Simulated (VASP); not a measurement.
A run of VASP 6.6.1 is set up as follows.

File INCAR:

```
SYSTEM = SiO2
ALGO = Normal ; EDIFF = 1E-6
ENCUT = 520 ; GGA = PE
ISIF = 2 ; ISMEAR = -1
LASPH = .True. ; LCHARG = .True.
LELF = .True. ; LREAL = .False.
LVHAR = .True. ; LWAVE = .False.
NBANDS = 44 ; NELM = 60
PREC = Accurate ; SIGMA = 0.02
```

The input KPOINTS:

```
k-points
0
Gamma
  5 5 4
  0 0 0
```

File POSCAR:

```
SiO2
1.0
    4.9501000000      0.0000000000      0.0000000000
    0.0000000000      4.9501000000      0.0000000000
    0.0000000000      0.0000000000      6.9259000000
Si O
4 8
Direct
    0.3067528071      0.3067528071      0.0000000000
    0.1932471929      0.8067528071      0.2500000000
    0.6932471929      0.6932471929      0.5000000000
    0.8067528071      0.1932471929      0.7500000000
    0.2360692529      0.1197240000      0.1863222880
    0.3802760000      0.7360692529      0.4363222880
    0.7639307471      0.8802760000      0.6863222880
    0.6197240000      0.2639307471      0.9363222880
    0.7360692529      0.3802760000      0.5636777120
    0.8802760000      0.7639307471      0.3136777120
    0.2639307471      0.6197240000      0.0636777120
    0.1197240000      0.2360692529      0.8136777120
```

Potentials or basis: VASP PAW PBE potentials, release 64 (Si, O).

Command:

```console
$ cat potpaw_PBE.64/Si/POTCAR potpaw_PBE.64/O/POTCAR > POTCAR
$ mpirun -np 1 vasp_std > vasp.out
```

Task: What does it give for the largest force?

Result: 0.024 eV/Å.

Task: Estimate the pressure.

Result: 1.5 GPa.

Task: What does it give for the band gap on the k mesh?

Result: 5.64 eV.

Forces in eV/Å, atoms in the order of the input:
```
Si   0.006  0.006  0.000
Si  -0.006  0.006  0.000
Si  -0.006 -0.006  0.000
Si   0.006 -0.006  0.000
O    0.008  0.015 -0.017
O   -0.015  0.008 -0.017
O   -0.008 -0.015 -0.017
O    0.015 -0.008 -0.017
O    0.008 -0.015  0.017
O   -0.015 -0.008  0.017
O   -0.008  0.015  0.017
O    0.015  0.008  0.017
```

Caveat: an odd mesh through Γ misses points on the zone boundary, where band edges can lie.
